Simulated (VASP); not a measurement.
Br, 5 atoms in the cell. It takes space group Cmmm (No. 65, orthorhombic). The conventional cell has a = 5.780 Å, b = 8.626 Å, c = 6.533 Å, α = 90.00°, β = 90.00°, γ = 90.00°. Br (site symmetry 2) has 6 Br at 2.89 to 3.27 Å within 3.8 Å. Within 4.0 Å of Br (site symmetry mmm) lie 8 Br at 3.07 Å. 

| Item | Value |
| --- | --- |
| Program | VASP 6.6.1 |
| Task | single point |
| Functional | PBE |
| Potentials or basis | VASP PAW PBE potentials, release 64 (Br) |
| Cutoff | 520 eV |
| k mesh | 4 × 4 × 4 |
| Occupations | gaussian, width 0.1 eV |
| Spin | no spin polarisation |
| Dipole correction | no |
| Further INCAR settings | ALGO = Normal; EDIFF = 1e-06; NBANDS = 26 |

Potentials or basis: VASP PAW PBE potentials, release 64 (Br).

Command:

```console
$ cat potpaw_PBE.64/Br/POTCAR > POTCAR
$ mpirun -np 1 vasp_std > vasp.out
```

Hardware: 1 thread of Intel(R) Xeon(R) Platinum 8375C CPU @ 2.90GHz (Ice Lake), on a shared host.

Problem. How long does it take, and how much memory?

Solution. Wall time 56 s on 1 thread of Intel(R) Xeon(R) Platinum 8375C CPU @ 2.90GHz (Ice Lake), on a shared host, peak memory 0.27 GiB. Counts: scf iterations 12, k points 21.
